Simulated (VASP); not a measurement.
# MoS2 (C2/m) in VASP: single point with PBEsol+D3(BJ)

Aim: the single point of MoS2 with PBEsol+D3(BJ).

Program: VASP 6.6.1. These are calculated values, not measurements. Logs are shortened: lines on timing, memory, paths and dates and some standing lists are left out, and cuts for length are marked.

### Step 1. The cell of the first run

It takes space group C2/m (No. 12, monoclinic). Conventional cell: a = 5.334 Å, b = 3.080 Å, c = 20.254 Å, α = 90.00°, β = 94.53°, γ = 90.00°. Within 3.2 Å of Mo (site symmetry m) lie 6 S at 2.40 Å and 6 Mo at 3.08 Å. Mo (site symmetry 2/m) has 6 S at 2.40 Å and 6 Mo at 3.08 Å within 3.2 Å. S (site symmetry m) has 3 Mo at 2.40 Å and 6 S at 3.08 Å within 3.2 Å. S (site symmetry m) has 3 Mo at 2.40 Å and 9 S at 3.08 to 3.13 Å within 3.2 Å. S (site symmetry m) has 3 Mo at 2.40 Å and 9 S at 3.08 to 3.13 Å within 3.2 Å.

### Step 2. Single point, PBEsol+D3(BJ) (the part above a cut slid along it)

Input file INCAR:

```
PREC = Accurate ; ENCUT = 520
EDIFF = 1E-6 ; ISMEAR = 0
SIGMA = 0.15 ; LREAL = False
LASPH = True ; NELM = 100
ALGO = Fast ; ISIF = 2
LWAVE = False ; LCHARG = False
GGA = PS ; IVDW = 12
NBANDS = 49
```

Input file KPOINTS:

```
regular mesh
0
Gamma
  14 14 3
```

Input file POSCAR:

```
MoS2
1.0
   -3.0798097231      0.0000000000      0.0000000000
   -1.5399048616     -2.6671934590      0.0000000000
   -3.2338002093     -1.8670354213     20.1911508765
Mo S
3 6
Direct
    0.5661988022      0.5661988022      0.1435255206
    0.4975802875     -0.5024197125      0.7177424464
    0.0318895449      0.0318895449      0.4306339835
    0.1084392955      0.1084392955      0.7974676732
    0.6427485528     -0.3572514472      0.5103592103
    0.1770578102      0.1770578102      0.2232507474
    0.4210305370      0.4210305370      0.3509087567
    0.9553397943     -0.0446602057      0.0638002938
   -0.1132787204     -0.1132787204      0.6380172196
```

Potentials or basis: VASP PAW PBE potentials, release 64 (Mo_sv, S).

The run is started by

```
$ cat potpaw_PBE.64/Mo_sv/POTCAR potpaw_PBE.64/S/POTCAR > POTCAR
$ mpirun -np 1 vasp_std > vasp.out
```

OUTCAR:

```text
PREC = Accurate
   ENCUT = 520
   EDIFF = 1E-6
   ISMEAR = 0
   LREAL = False
   LASPH = True
   NELM = 100
   ISIF = 2
   GGA = PS
   IVDW = 12
 IVDW          = 12

 ion  position               nearest neighbor table
   1  0.566  0.566  0.144-   6 2.40   8 2.40   8 2.40   8 2.40   6 2.40   6 2.40
   2  0.498  0.498  0.718-   4 2.40   9 2.40   9 2.40   9 2.40   4 2.40   4 2.40
   3  0.032  0.032  0.431-   7 2.40   5 2.40   7 2.40   5 2.40   5 2.40   7 2.40
   4  0.108  0.108  0.797-   2 2.40   2 2.40   2 2.40
   5  0.643  0.643  0.510-   3 2.40   3 2.40   3 2.40
   6  0.177  0.177  0.223-   1 2.40   1 2.40   1 2.40
   7  0.421  0.421  0.351-   3 2.40   3 2.40   3 2.40
   8  0.955  0.955  0.064-   1 2.40   1 2.40   1 2.40
   9  0.887  0.887  0.638-   2 2.40   2 2.40   2 2.40

  LATTYP: Found a base centered monoclinic cell.
 ALAT       =     5.3343869181
 B/A-ratio  =     0.5773502692
 C/A-ratio  =     3.7969631859
 COS(beta)  =    -0.0790105106

  Lattice vectors:

 A1 = (  -3.0798097231,   0.0000000000,   0.0000000000)
 A2 = (  -1.5399048616,  -2.6671934590,   0.0000000000)
 A3 = (   1.3859143754,   0.8001580377,  20.1911508765)

Analysis of symmetry for initial positions (statically):
=====================================================================
 Subroutine PRICEL returns:
 Original cell was already a primitive cell.

 Routine SETGRP: Setting up the symmetry group for a
 base centered monoclinic supercell.

 Subroutine GETGRP returns: Found  4 space group operations
 (whereof  2 operations were pure point group operations)
 out of a pool of  4 trial point group operations.

The static configuration has the point symmetry C_1h.
 The point group associated with its full space group is C_2h.

Analysis of symmetry for dynamics (positions and initial velocities):
=====================================================================
 Subroutine PRICEL returns:
 Original cell was already a primitive cell.

 Routine SETGRP: Setting up the symmetry group for a
 base centered monoclinic supercell.

 Subroutine GETGRP returns: Found  4 space group operations
 (whereof  2 operations were pure point group operations)
 out of a pool of  4 trial point group operations.

The dynamic configuration has the point symmetry C_1h.
 The point group associated with its full space group is C_2h.

 Subroutine INISYM returns: Found  4 space group operations
 (whereof  2 operations are pure point group operations),
 and found     1 'primitive' translations

----------------------------------------------------------------------------------------

                                     Primitive cell

  volume of cell :     165.8592

  direct lattice vectors                    reciprocal lattice vectors
    -3.079809723  0.000000000  0.000000000    -0.324695384  0.187462967 -0.034668653
    -1.539904862 -2.667193459  0.000000000     0.000000000 -0.374925934 -0.034668653
    -3.233800209 -1.867035421 20.191150877     0.000000000  0.000000000  0.049526647

  length of vectors
     3.079809723  3.079809723 20.533530110     0.376525393  0.376525393  0.049526647

  position of ions in fractional coordinates (direct lattice)
     0.566198802  0.566198802  0.143525521
     0.497580288  0.497580287  0.717742446
     0.031889545  0.031889545  0.430633984
     0.108439295  0.108439295  0.797467673
     0.642748553  0.642748553  0.510359210
     0.177057810  0.177057810  0.223250747
     0.421030537  0.421030537  0.350908757
     0.955339794  0.955339794  0.063800294
     0.886721280  0.886721280  0.638017220

  ion indices of the primitive-cell ions
   primitive index   ion index
                 1           1
                 2           2
                 3           3
                 4           4
                 5           5
                 6           6
                 7           7
                 8           8
                 9           9

----------------------------------------------------------------------------------------

 KPOINTS: regular mesh

Automatic generation of k-mesh.
 Grid dimensions read from file:
 generate k-points for:   14   14    3

 Generating k-lattice:

  Cartesian coordinates                     Fractional coordinates (reciprocal lattice)
    -0.023192527  0.013390212 -0.002476332     0.071428571  0.000000000  0.000000000
     0.000000000 -0.026780424 -0.002476332     0.000000000  0.071428571  0.000000000
     0.000000000  0.000000000  0.016508882     0.000000000  0.000000000  0.333333333

  Length of vectors
     0.026894671  0.026894671  0.016508882

  Shift w.r.t. Gamma in fractional coordinates (k-lattice)
     0.000000000  0.000000000  0.000000000

 Subroutine IBZKPT returns following result:
 ===========================================

 Found    162 irreducible k-points:

 Following reciprocal coordinates:
            Coordinates               Weight
  0.000000  0.000000  0.000000      1.000000
  0.071429  0.000000 -0.000000      4.000000
  0.142857  0.000000 -0.000000      4.000000
  0.214286 -0.000000  0.000000      4.000000
  0.285714  0.000000  0.000000      4.000000
  0.357143  0.000000  0.000000      4.000000
[... 16 lines left out ...]
  0.214286  0.142857  0.000000      4.000000
  0.285714  0.142857  0.000000      4.000000
 [... further k-points ...]
   k-points           NKPTS =    162   k-points in BZ     NKDIM =    162   number of bands    NBANDS=     49
   number of dos      NEDOS =    301   number of ions     NIONS =      9
   total plane-waves  NPLWV =  92160
   dimension x,y,z NGX =    24 NGY =   24 NGZ =  160
   dimension x,y,z NGXF=    48 NGYF=   48 NGZF=  320
   ions per type =               3   6
   NGX,Y,Z   is equivalent  to a cutoff of  12.96, 12.96, 12.95 a.u.
   NGXF,Y,Z  is equivalent  to a cutoff of  25.91, 25.91, 25.91 a.u.
 SYSTEM =  unknown system
   PREC   = accura    normal or accurate (medium, high low for compatibility)
   ISTART =      0    job   : 0-new  1-cont  2-samecut
   ICHARG =      2    charge: 1-file 2-atom 10-const
   ISPIN  =      1    spin polarized calculation?
   LNONCOLLINEAR =      F non collinear calculations
   LSORBIT =      F    spin-orbit coupling
   LASPH  =      T    aspherical Exc in radial PAW
   ENCUT  =  520.0 eV  38.22 Ry    6.18 a.u.   5.73  5.73 38.18*2*pi/ulx,y,z
   NELM   =    100;   NELMIN=  2; NELMDL= -5     # of ELM steps
   EDIFF  = 0.1E-05   stopping-criterion for ELM
   LREAL  =      F    real-space projection
   EDIFFG = 0.1E-04   stopping-criterion for IOM
   NSW    =      0    number of steps for IOM
   IBRION =     -1    ionic relax: 0-MD 1-quasi-New 2-CG
   NFREE  =      0    steps in history (QN), initial steepest desc. (CG)
   ISIF   =      2    stress and relaxation
   ISYM   =      2    0-nonsym 1-usesym 2-fastsym
   POTIM  = 0.5000    time-step for ionic-motion
   TEBEG  =    0.0;   TEEND  =   0.0 temperature during run
   PSTRESS=    0.0 pullay stress
   NELECT =      78.0000    total number of electrons
   NUPDOWN=      -1.0000    fix difference up-down
   EMIN   =  10.00;   EMAX   =-10.00  energy-range for DOS
   EFERMI =   0.00;   METHOD = LEGACY
   ISMEAR =     0;   SIGMA  =   0.15  broadening in eV -4-tet -1-fermi 0-gaus
   EFERMI_NEDOS =   21; number of points for ismear=-14 and -15
   IALGO  =     68    algorithm
   IMIX   =      4    mixing-type and parameters
     AMIX     =   0.40;   BMIX     =  1.00
     AMIX_MAG =   1.60;   BMIX_MAG =  1.00
  volume/ion in A,a.u.               =      18.43       124.36
  Fermi-wavevector in a.u.,A,eV,Ry     =   1.273092  2.405796 22.051831  1.620764
  Thomas-Fermi vector in A             =   2.405935
   LORBIT       =      0    0 simple, 1 ext, 2 COOP (PROOUT), +10 PAW based schemes
   GGA     = PS    functional components
   LHFCALC =     F    Hartree Fock is set to
   AEXX    =    0.0000 exact exchange contribution
   IVDW    =    12    specifies the selected vdW correction
   LEPSILON=     F    determine dielectric tensor
   LRPA    =     F    only Hartree local field effects (RPA)
 non-spin polarized calculation
 RMM-DIIS sequential band-by-band and
 Gauss-broadening in eV      SIGMA  =   0.15
  energy-cutoff  :      520.00
  volume of cell :      165.86
 maximum number of plane-waves:      4498
   NGX = 11   NGY = 11   NGZ = 77

 number of electron      78.0000001 magnetization

 Free energy of the ion-electron system (eV)
  ---------------------------------------------------
  ext. energy  EPLUGINS =         0.00000000
  ---------------------------------------------------
  free energy    TOTEN  =       -67.79206468 eV

  energy without entropy =      -67.77211605  energy(sigma->0) =      -67.78209037

 E-fermi :   7.1538     XC(G=0): -10.4960

 val. band max:        7.0498413583   @ k =   0.3571   0.2143   0.0000
 cond. band min:       7.1592579352   @ k =  -0.1429  -0.2857   0.3333
 fundamental gap:      0.1094165769
 Fermi energy:         7.1538437347

 k-point     1 :       0.0000    0.0000    0.0000
  band No.  band energies     occupation
      1     -54.3645      2.00000
      2     -54.3645      2.00000
      3     -54.3143      2.00000
      4     -28.5384      2.00000
      5     -28.5384      2.00000
      6     -28.4956      2.00000
[... 41 lines left out ...]
     48      10.6423      0.00000
     49      10.6853      0.00000

 k-point     2 :       0.0714    0.0000   -0.0000
  band No.  band energies     occupation
      1     -54.3616      2.00000
      2     -54.3616      2.00000
      3     -54.3114      2.00000
      4     -28.5332      2.00000
      5     -28.5332      2.00000
      6     -28.4904      2.00000
[... 41 lines left out ...]
     48      10.4357      0.00000
     49      10.5330      0.00000

 k-point     3 :       0.1429    0.0000   -0.0000
  band No.  band energies     occupation
      1     -54.3536      2.00000
      2     -54.3536      2.00000
      3     -54.3034      2.00000
      4     -28.5186      2.00000
      5     -28.5186      2.00000
      6     -28.4757      2.00000
[... 1081 lines left out ...]
     48      10.0898      0.00000
     49      10.3791      0.00000

 k-point    24 :       0.2857    0.1429    0.0000
  band No.  band energies     occupation
      1     -54.3359      2.00000
      2     -54.3359      2.00000
      3     -54.2857      2.00000
      4     -28.5459      2.00000
      5     -28.5459      2.00000
      6     -28.4940      2.00000
[... 41 lines left out ...]
     48      10.0874      0.00000
     49      10.5026      0.00000

 [... further k-points ...]

------------------------ aborting loop because EDIFF is reached ----------------------------------------

 Edisp (eV)   -3.33244

 E8    (eV) :    -2.1003

  FORCE on cell =-STRESS in cart. coord.  units (eV):
  Direction    XX          YY          ZZ          XY          YZ          ZX
  --------------------------------------------------------------------------------------
  -------------------------------------------------------------------------------------
  Total       0.09423     0.09416     0.00269     0.00006    -0.00003    -0.00006
  in kB       0.91024     0.90956     0.02599     0.00059    -0.00033    -0.00058
  external pressure =        0.62 kB  Pullay stress =        0.00 kB

 VOLUME and BASIS-vectors are now :
 -----------------------------------------------------------------------------
  energy-cutoff  :      520.00
  volume of cell :      165.86
      direct lattice vectors                 reciprocal lattice vectors
    -3.079809723  0.000000000  0.000000000    -0.324695384  0.187462967 -0.034668653
    -1.539904862 -2.667193459  0.000000000     0.000000000 -0.374925934 -0.034668653
    -3.233800209 -1.867035421 20.191150877     0.000000000  0.000000000  0.049526647

 POSITION                                       TOTAL-FORCE (eV/Angst)
 -----------------------------------------------------------------------------------
     -3.07981     -1.77813      2.89795        -0.000118     -0.000068     -0.050030
     -4.61971     -2.66719     14.49205         0.000118      0.000068      0.050030
     -1.53990     -0.88906      8.69500        -0.000000      0.000000     -0.000000
     -3.07981     -1.77813     16.10179         0.000016      0.000009      0.096626
     -4.61971     -2.66719     10.30474        -0.000082     -0.000047      0.019526
     -1.53990     -0.88906      4.50769        -0.000039     -0.000022      0.086145
     -3.07981     -1.77813      7.08525         0.000082      0.000047     -0.019526
     -4.61971     -2.66719      1.28820        -0.000016     -0.000009     -0.096626
     -6.15962     -3.55626     12.88230         0.000039      0.000022     -0.086145
 -----------------------------------------------------------------------------------
    total drift:                                0.000004      0.000002     -0.000069

  FREE ENERGIE OF THE ION-ELECTRON SYSTEM (eV)
  ---------------------------------------------------
  free  energy   TOTEN  =       -71.1245034772 eV

  energy  without entropy=      -71.1045548486  energy(sigma->0) =      -71.11452916
```

Run time: 52 min. Hardware: 1 thread of Oxide Virtual Turin-like, shared host; peak memory 0.95 GiB.

Results:

```yaml
Free_energy: -71.1245 eV
Pressure: 0.1 GPa
Largest_force: 0.097 eV/Å
Band_gap_on_the_k_mesh: zero (bands 39 and 40 overlap by 0.44 eV)
Dispersion_energy_per_atom: -0.370 eV
```

Forces on the atoms (eV/Å):
```
Mo   0.000  0.000 -0.050
Mo   0.000  0.000  0.050
Mo   0.000  0.000  0.000
S    0.000  0.000  0.097
S    0.000  0.000  0.020
S    0.000  0.000  0.086
S    0.000  0.000 -0.020
S    0.000  0.000 -0.097
S    0.000  0.000 -0.086
```

Levels at points of the mesh, in eV from the Fermi level:
| k point | band 37 | band 38 | band 39 | band 40 | band 41 | band 42 |
| --- | --- | --- | --- | --- | --- | --- |
| (0.00, 0.00, 0.00) | -0.70 | -0.53 | -0.12 | 0.07 | 0.07 | 0.18 |
| (0.50, 0.00, 0.00) | -1.57 | -1.36 | -1.15 | 1.62 | 1.62 | 1.67 |
| (0.50, 0.50, 0.00) | -1.57 | -1.36 | -1.15 | 1.62 | 1.62 | 1.67 |

Caveat: the cell differs from its parent crystal (the part above a cut slid along it); the PAW data sets were made with another functional, which shifts forces and pressure a little.

The gap in the log of VASP goes by the Fermi energy; the results here count the filled bands.